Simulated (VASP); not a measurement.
Li2H:

```
Li H
1.0
    -0.12895   -0.02532   -4.89791
     5.23314    0.09043    0.13368
    -1.40827   -5.62069   -0.06244
Li H
8 4
Direct
  0.73038 0.02523 0.09894
  0.72550 0.52203 0.10328
  0.21023 0.47716 0.89392
  0.22189 0.98545 0.90547
  0.65956 0.41395 0.63558
  0.65755 0.90453 0.62936
  0.15636 0.11592 0.38573
  0.16816 0.56741 0.36456
  0.53925 0.20933 0.87507
  0.55740 0.72768 0.87135
  0.02336 0.27616 0.11833
  0.05036 0.77515 0.11840
```

```yaml
Program: VASP 6.6.1
Task: relaxation of cell and atoms
Functional: PBE
Potentials_or_basis: VASP PAW PBE potentials, release 64 (Li_sv, H)
Cutoff: 600 eV
k_mesh: 4 × 4 × 4
Occupations: gaussian, width 0.2 eV
Spin: no spin polarisation
```

At the start: pressure -0.3 GPa; volume 11.95 Å³/atom.

**Question.** How do energy, volume and symmetry change on relaxing?

**Answer.** Over 9 steps the energy falls by 14.8 meV/atom and the volume is 11.75 Å³/atom (-1.6 %); space group P1 (No. 1, to 0.1 Å) before, Cmc2_1 (No. 36, to 0.1 Å).

Step by step:
```tsv
step	energy change (eV)	largest force (eV/Å)	pressure (GPa)	volume (Å³)
1	0.0000	0.5391	-0.35	143.34
2	-0.0603	0.4442	-0.29	142.80
3	-0.1422	0.1635	-0.02	141.10
4	-0.1574	0.1030	0.01	140.92
5	-0.1654	0.1119	0.07	140.65
6	-0.1700	0.0748	0.03	140.81
7	-0.1750	0.0465	-0.03	141.21
8	-0.1766	0.0287	-0.02	141.13
9	-0.1771	0.0245	0.00	141.05
```

Final structure:
```
Li H
1.0
    -0.02593   -0.00076   -4.90778
     5.07669   -0.00100    0.03027
    -1.26503   -5.66106   -0.00929
Li H
8 4
Cartesian
  -0.0367 -0.5728 -3.5814
  2.5032 -0.5779 -3.5621
  1.2678 -5.0702 -1.1174
  3.8045 -5.1050 -1.1087
  1.2677 -3.5724 -3.2150
  3.8038 -3.5820 -3.1873
  0.0023 -2.0933 -0.7504
  2.5387 -2.0748 -0.7588
  -0.0013 -4.9393 -2.6505
  2.5370 -4.9428 -2.6377
  1.2605 -0.7227 -0.1950
  3.8006 -0.7228 -0.1763
```

Caveat: the cutoff is under 1.25 times the usual one of these potentials, so pressure, stress and relaxed cells hold a basis-set (Pulay) error.
